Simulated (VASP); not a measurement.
A run of VASP 6.6.1:

File INCAR:

```
ALGO = Normal
EDIFF = 1E-8
ENCUT = 520
GGA = PE
IBRION = 8
ISIF = 2
ISMEAR = 0
KPAR = 4
LASPH = T
LCHARG = T
LREAL = F
LWAVE = F
NELM = 100
NSW = 1
PREC = Accurate
SIGMA = 0.05
```

KPOINTS

```
k-points
0
Gamma
  10 10 8
```

Contents of POSCAR:

```
SnO
1.0
    3.8672772812      0.0000000000      0.0000000000
    0.0000000000      3.8672772812      0.0000000000
    0.0000000000      0.0000000000      5.0679375214
Sn O
2 2
Direct
    0.0000000000      0.5000000000      0.2286909982
    0.5000000000      0.0000000000      0.7713090018
    0.0000000000      0.0000000000      0.0000000000
    0.5000000000      0.5000000000      0.0000000000
```

Potentials or basis: VASP PAW PBE potentials, release 64 (Sn_d, O).

The run is started by

```sh
$ cat potpaw_PBE.64/Sn_d/POTCAR potpaw_PBE.64/O/POTCAR > POTCAR
$ mpirun -np 4 vasp_std > vasp.out
```

Hardware: 4 MPI ranks on Oxide Virtual Turin-like Processor, with other jobs on the host.

Question: How long does it take, and how much memory?

Answer: Run time: 20 min on 4 MPI ranks on Oxide Virtual Turin-like Processor, on a shared host, peak memory 0.93 GiB a rank. Counts: scf iterations 87, k points 105.
